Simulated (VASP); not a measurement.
# Y (P6_3/mmc) in VASP: a series of runs, part 2 of 2

VASP 6.6.1. Earlier steps stand in the parts before.

## 6. Single point, PBE

INCAR reads:

```
  ALGO = Normal
  EDIFF = 1E-6
  ENCUT = 500
  GGA = PE
  GGA_COMPAT = False
  ISIF = 2
  ISMEAR = 0
  LASPH = True
  LCHARG = False
  LREAL = False
  LWAVE = False
  NBANDS = 18
  NELECT = 24.0
  NELM = 120
  PREC = Accurate
  SIGMA = 0.1
```

KPOINTS reads:

```
k-points
0
Gamma
  3 3 2
```

POSCAR reads:

```
Y
1.0
    3.6514992371      0.0000000000      0.0000000000
   -1.8257496185      3.1622911012      0.0000000000
    0.0000000000      0.0000000000      5.7474000000
Y
2
Direct
    0.3333333333      0.6666666667      0.2500000000
    0.6666666667      0.3333333333      0.7500000000
```

Potentials or basis: VASP PAW PBE potentials, release 64 (Y_sv).

Launch:

```console
$ cat potpaw_PBE.64/Y_sv/POTCAR > POTCAR
$ mpirun -np 1 vasp_std > vasp.out
```

OUTCAR:

```text
EDIFF = 1E-6
   ENCUT = 500
   GGA = PE
   ISIF = 2
   ISMEAR = 0
   LASPH = True
   LREAL = False
   NELECT = 24.0
   NELM = 120
   PREC = Accurate

 ion  position               nearest neighbor table
   1  0.333  0.667  0.250-   2 3.56   2 3.56   2 3.56   2 3.56   2 3.56   2 3.56
   2  0.667  0.333  0.750-   1 3.56   1 3.56   1 3.56   1 3.56   1 3.56   1 3.56

  LATTYP: Found a hexagonal cell.
 ALAT       =     3.6514992371
 C/A-ratio  =     1.5739836234

  Lattice vectors:

 A1 = (   3.6514992371,   0.0000000000,   0.0000000000)
 A2 = (  -1.8257496185,   3.1622911012,   0.0000000000)
 A3 = (   0.0000000000,   0.0000000000,   5.7474000000)

Analysis of symmetry for initial positions (statically):
=====================================================================
 Subroutine PRICEL returns:
 Original cell was already a primitive cell.

 Routine SETGRP: Setting up the symmetry group for a
 hexagonal supercell.

 Subroutine GETGRP returns: Found 24 space group operations
 (whereof 12 operations were pure point group operations)
 out of a pool of 24 trial point group operations.

The static configuration has the point symmetry D_3d.
 The point group associated with its full space group is D_6h.

Analysis of symmetry for dynamics (positions and initial velocities):
=====================================================================
 Subroutine PRICEL returns:
 Original cell was already a primitive cell.

 Routine SETGRP: Setting up the symmetry group for a
 hexagonal supercell.

 Subroutine GETGRP returns: Found 24 space group operations
 (whereof 12 operations were pure point group operations)
 out of a pool of 24 trial point group operations.

The dynamic configuration has the point symmetry D_3d.
 The point group associated with its full space group is D_6h.

 Subroutine INISYM returns: Found 24 space group operations
[... 93 lines left out ...]
   ISMEAR =     0;   SIGMA  =   0.10  broadening in eV -4-tet -1-fermi 0-gaus
   EFERMI_NEDOS =   21; number of points for ismear=-14 and -15
   IALGO  =     38    algorithm
   IMIX   =      4    mixing-type and parameters
     AMIX     =   0.40;   BMIX     =  1.00
     AMIX_MAG =   1.60;   BMIX_MAG =  1.00
  volume/ion in A,a.u.               =      33.18       223.93
  Fermi-wavevector in a.u.,A,eV,Ry     =   1.166354  2.204090 18.509119  1.360382
  Thomas-Fermi vector in A             =   2.302868
   LORBIT       =      0    0 simple, 1 ext, 2 COOP (PROOUT), +10 PAW based schemes
   GGA     = PE    functional components
   LHFCALC =     F    Hartree Fock is set to
   AEXX    =    0.0000 exact exchange contribution
   IVDW    =     0    specifies the selected vdW correction
   LEPSILON=     F    determine dielectric tensor
   LRPA    =     F    only Hartree local field effects (RPA)
 non-spin polarized calculation
 Gauss-broadening in eV      SIGMA  =   0.10
  energy-cutoff  :      500.00
  volume of cell :       66.37
 maximum number of plane-waves:      1701
 NGX is ok and might be reduce to    28
   NGX = 13   NGY = 13   NGZ = 21

 number of electron      24.0000000 magnetization

 Free energy of the ion-electron system (eV)
  ---------------------------------------------------
  ext. energy  EPLUGINS =         0.00000000
  ---------------------------------------------------
  free energy    TOTEN  =        -6.88910748 eV

  energy without entropy =       -6.88370159  energy(sigma->0) =       -6.88640453

 E-fermi :   3.0754     XC(G=0):  -9.9431

 val. band max:        2.9587858323   @ k =   0.3333   0.3333   0.5000
 cond. band min:       3.1353656986   @ k =   0.0000   0.0000   0.0000
 fundamental gap:      0.1765798664
 Fermi energy:         3.0754018337

 k-point     1 :       0.0000    0.0000    0.0000
  band No.  band energies     occupation
      1     -39.6723      2.00000
      2     -39.5998      2.00000
      3     -20.0445      2.00000
      4     -19.4957      2.00000
      5     -19.4957      2.00000
      6     -19.4349      2.00000
[... 103 lines left out ...]
      5     -19.7205      2.00000
      6     -19.7205      2.00000
[... 10 lines left out ...]
     17       7.1379      0.00000
     18       7.1379      0.00000

------------------------ aborting loop because EDIFF is reached ----------------------------------------

  FORCE on cell =-STRESS in cart. coord.  units (eV):
  Direction    XX          YY          ZZ          XY          YZ          ZX
  --------------------------------------------------------------------------------------
  -------------------------------------------------------------------------------------
  Total       10.1747169     10.1747169      8.5563254      0.0000000      0.0000000      0.0000000
  in kB      245.6339725    245.6339725    206.5634077      0.0000000      0.0000000      0.0000000
  external PRESSURE =     232.6104509 kB  Pullay stress =       0.0000000 kB

 VOLUME and BASIS-vectors are now :
 -----------------------------------------------------------------------------
  energy-cutoff  :      500.00
  volume of cell :       66.37
      direct lattice vectors                 reciprocal lattice vectors
     3.651499237  0.000000000  0.000000000     0.273860115  0.158113211  0.000000000
    -1.825749618  3.162291101  0.000000000     0.000000000  0.316226422  0.000000000
     0.000000000  0.000000000  5.747400000     0.000000000  0.000000000  0.173991718

 POSITION                                       TOTAL-FORCE (eV/Angst)
 -----------------------------------------------------------------------------------
     -0.00000      2.10819      1.43685         0.000000      0.000000      0.000000
      1.82575      1.05410      4.31055        -0.000000     -0.000000      0.000000
 -----------------------------------------------------------------------------------
    total drift:                                0.000000     -0.000000      0.000000

  FREE ENERGIE OF THE ION-ELECTRON SYSTEM (eV)
  ---------------------------------------------------
  free  energy   TOTEN  =        -6.8891074757 eV

  energy  without entropy=       -6.8837015873  energy(sigma->0) =       -6.88640453
```

OSZICAR:

```text
N       E                     dE             d eps       ncg     rms          rms(c)
DAV:   1     0.103683289661E+03    0.10368E+03   -0.12029E+04   216   0.123E+03
DAV:   2     0.231645362785E+01   -0.10137E+03   -0.99391E+02   282   0.265E+02
DAV:   3    -0.586508917893E+01   -0.81815E+01   -0.81567E+01   388   0.464E+01
DAV:   4    -0.604250036034E+01   -0.17741E+00   -0.17730E+00   252   0.778E+00
DAV:   5    -0.604753527130E+01   -0.50349E-02   -0.50341E-02   336   0.977E-01    0.484E+01
DAV:   6    -0.697077005116E+01   -0.92323E+00   -0.11045E-01   316   0.194E+00    0.300E+01
DAV:   7    -0.691377501611E+01    0.56995E-01   -0.12843E+00   280   0.611E+00    0.262E+00
DAV:   8    -0.691095623061E+01    0.28188E-02   -0.12315E-01   282   0.162E+00    0.242E+00
DAV:   9    -0.689950932416E+01    0.11447E-01   -0.10942E-02   274   0.676E-01    0.156E+00
DAV:  10    -0.688909602980E+01    0.10413E-01   -0.76214E-02   264   0.184E+00    0.662E-01
DAV:  11    -0.688921875306E+01   -0.12272E-03   -0.46537E-03   276   0.440E-01    0.351E-01
DAV:  12    -0.688912260820E+01    0.96145E-04   -0.41112E-04   242   0.175E-01    0.168E-01
DAV:  13    -0.688911036098E+01    0.12247E-04   -0.63544E-05   322   0.465E-02    0.184E-02
DAV:  14    -0.688910846767E+01    0.18933E-05   -0.29157E-06   214   0.116E-02    0.109E-02
DAV:  15    -0.688910735298E+01    0.11147E-05   -0.22390E-06   178   0.105E-02    0.133E-03
DAV:  16    -0.688910747567E+01   -0.12269E-06   -0.30971E-07   128   0.373E-03
   1 F= -.68891075E+01 E0= -.68864045E+01  d E =-.540589E-02
```

It took 10 s on 1 thread of Intel Xeon 6975P-C (Granite Rapids), shared host; peak memory 0.18 GiB.

What came out:

| Property | Result |
| --- | --- |
| Free energy | -6.8891 eV |

Levels at points of the mesh, in eV from the Fermi level:
```tsv
k point	band 9	band 10	band 11	band 12	band 13	band 14	band 15	band 16
(0.00, 0.00, 0.00)	-5.56	-2.52	0.06	1.28	1.28	1.54	1.92	1.92
(0.00, 0.00, 0.50)	-4.10	-4.10	0.39	0.39	1.21	1.21	1.21	1.21
```

Caveat: the k points lie up to 0.66 Å⁻¹ apart; the cell carries a net charge on a neutralising background, which shifts energy and pressure; the cell is charged against a uniform background, so pressure and absolute levels hang on convention.

## 7. Summary

| level | U | k mesh | smearing | gap on the mesh (eV) | pressure (GPa) |
| --- | --- | --- | --- | --- | --- |
| PBE+U | Y d U = 7.6 eV | 3 × 3 × 1, shifted | gaussian 0.1 eV | none | 17.2 |
| revPBE | - | 3 × 3 × 2 | gaussian 0.1 eV | none | 0.0 |
| PBE+D3(BJ) | - | 3 × 3 × 2 | tetrahedron | none | -2.6 |

Alike in all rows: task single point; potentials or basis VASP PAW PBE potentials, release 64 (Y_sv); no spin polarisation; cell as given; cutoff (eV) 500.

Caveats: all runs use coarse meshes; U without spin polarisation on a metal has little footing (some runs); the U is typed as a test and isn't derived for this compound (some runs); the PAW data sets were made with another functional, which shifts forces and pressure a little (some runs); pairwise dispersion overbinds metals, which lowers pressure and volume (some runs).

Total energies depend on the potentials used, so only differences within one code and one set of settings carry meaning.
